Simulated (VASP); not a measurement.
Set up this calculation in VASP 6.6.1, as the native input.

- Task: electric field gradients
- Functional: PBEsol
- Potentials or basis: VASP PAW PBE potentials, release 64 (Sb)
- Cutoff: 520 eV
- k mesh: 12 × 12 × 7
- Occupations: fermi-dirac, width 0.05 eV
- Spin: no spin polarisation
- Dipole correction: no
- Further INCAR settings: ALGO = Normal; EDIFF = 1e-08; NBANDS = 12

The structure of Sb lies in POSCAR:

```
Sb
1.0
    3.3353101777      0.0000000000      0.0000000000
   -1.6676550889      2.8884633434      0.0000000000
    0.0000000000      0.0000000000      5.3300000000
Sb
2
Direct
    0.3333333333      0.6666666667      0.2500000000
    0.6666666667      0.3333333333      0.7500000000
```

This isn't the form of Sb at room conditions, which is rhombohedral.

This cell differs from its parent crystal: equal xx and yy strain of -1 %.

One way to write it, as run:

INCAR

```
SYSTEM = Sb
ALGO = Normal
EDIFF = 1E-8
ENCUT = 520
GGA = PS
ISIF = 2
ISMEAR = -1
LASPH = .True.
LCHARG = .False.
LEFG = .True.
LREAL = .False.
LWAVE = .False.
NBANDS = 12
NELM = 60
PREC = Accurate
SIGMA = 0.05
```

KPOINTS

```
k-points
0
Gamma
  12 12 7
  0 0 0
```

Potentials or basis: VASP PAW PBE potentials, release 64 (Sb).

Command:

```sh
$ cat potpaw_PBE.64/Sb/POTCAR > POTCAR
$ mpirun -np 1 vasp_std > vasp.out
```

It gave:

```
Pressure                                : 1.3 GPa
Band gap on the k mesh                  : zero (bands 5 and 6 overlap by 7.28 eV)
Largest electric field gradient by atom : Sb +20.0 V/Å²
```

Caveat: the cell differs from its parent crystal (equal xx and yy strain of -1 %); without QUAD_EFG the Cq values of the log hold for a quadrupole moment of 1 mb, not for the nuclei; the PAW data sets were made with another functional, which shifts forces and pressure a little; spin-orbit coupling is left out, which moves the levels of the heavy elements.

Wall time 44 s on 1 thread of AMD EPYC 7R13, on a shared host, peak memory 0.17 GiB.
